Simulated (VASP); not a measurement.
Input of a VASP 6.6.1 run:

File INCAR:

```
ALGO     = Normal         # electronic algorithm
EDIFF    = 1E-6           # SCF threshold, eV
ENCUT    = 520            # plane-wave cutoff, eV
GGA      = PE             # functional
ISIF     = 2              # what is computed and relaxed
ISMEAR   = -1             # smearing method
LASPH    = True           # aspherical terms in the spheres
LCHARG   = False          # write CHGCAR
LREAL    = False          # projectors in reciprocal space
LWAVE    = False          # write WAVECAR
NBANDS   = 11             # bands
NELM     = 60             # most SCF steps
PREC     = Accurate       # precision mode
SIGMA    = 0.05           # smearing width, eV
```

KPOINTS

```
k-points
0
Gamma
  10 10 8
```

File POSCAR:

```
MgB2
1.0
    3.0642946782      0.0000000000      0.0000000000
   -1.5321473391      2.6537570360      0.0000000000
    0.0000000000      0.0000000000      3.4993549923
Mg B
1 2
Direct
    0.0000000000      0.0000000000      0.0000000000
    0.6666666667      0.3333333333      0.5000000000
    0.3333333333      0.6666666667      0.5000000000
```

Potentials or basis: VASP PAW PBE potentials, release 64 (Mg, B).

Run with:

```sh
$ cat potpaw_PBE.64/Mg/POTCAR potpaw_PBE.64/B/POTCAR > POTCAR
$ mpirun -np 1 vasp_std > vasp.out
```

What does it give for the band gap on the k mesh?

Zero (band 4 reaches 6.54 eV, above the bottom of band 5 at 4.05 eV).

Predict the pressure.

2.0 GPa.

Stress tensor (GPa, compression positive):
```
2.41 0.00 0.00
0.00 2.41 0.00
0.00 0.00 1.04
```
